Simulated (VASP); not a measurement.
Set up this calculation in VASP 6.6.1, as the native input.

- Task: single point
- Functional: PBEsol
- Dispersion: D3(BJ)
- Potentials or basis: VASP PAW PBE potentials, release 64 (Ga_d, Sb)
- Cutoff: 520 eV
- k mesh: 10 × 10 × 10
- Occupations: gaussian, width 0.15 eV
- Spin: no spin polarisation
- Dipole correction: no
- Further INCAR settings: ALGO = Normal; EDIFF = 1e-06; NBANDS = 22

The structure of GaSb3 lies in POSCAR:

```
GaSb3
1.0
    0.0000000000      3.6815130998      3.5857729617
    3.6815130998      0.0000000000      3.5857729617
    3.6815130998      3.6815130998      0.0000000000
Ga Sb
1 3
Direct
    0.0000000000      0.0000000000      0.0000000000
    0.2557170379      0.2442829621      0.2442829621
    0.7442829621      0.7557170379      0.7557170379
    0.5000000000      0.5000000000      0.5000000000
```

This cell differs from its parent crystal: atoms displaced along a vibrational mode, the cell strained.

These files were run (other wordings do the same):

INCAR

```
ALGO     = Normal         # electronic algorithm
EDIFF    = 1E-6           # SCF threshold, eV
ENCUT    = 520            # plane-wave cutoff, eV
GGA      = PS             # functional
ISIF     = 2              # what is computed and relaxed
ISMEAR   = 0              # smearing method
IVDW     = 12             # dispersion correction
LASPH    = T              # aspherical terms in the spheres
LCHARG   = T              # write CHGCAR
LELF     = T              # ELF
LREAL    = F              # projectors in reciprocal space
LVHAR    = T            
LWAVE    = F              # write WAVECAR
NBANDS   = 22             # bands
NELM     = 60             # most SCF steps
PREC     = Accurate       # precision mode
SIGMA    = 0.15           # smearing width, eV
```

KPOINTS

```
k-points
0
Gamma
  10 10 10
```

Potentials or basis: VASP PAW PBE potentials, release 64 (Ga_d, Sb).

The run is started by

```sh
$ cat potpaw_PBE.64/Ga_d/POTCAR potpaw_PBE.64/Sb/POTCAR > POTCAR
$ mpirun -np 1 vasp_std > vasp.out
```

Results of the run:

```json
{
  "Pressure": "-3.2 GPa",
  "Largest force": "0.113 eV/Å",
  "Band gap on the k mesh": "zero (bands 14 and 15 overlap by 4.09 eV)",
  "Dispersion energy per atom": "-0.467 eV"
}
```

Caveat: the cell differs from its parent crystal (atoms displaced along a vibrational mode, the cell strained); the cell stands under tension; the PAW data sets were made with another functional, which shifts forces and pressure a little; spin-orbit coupling is left out, which moves the levels of the heavy elements.

Run time: 4.1 min on 1 thread of Intel(R) Xeon(R) 6975P-C (Granite Rapids) (shared host), peak memory 0.67 GiB.
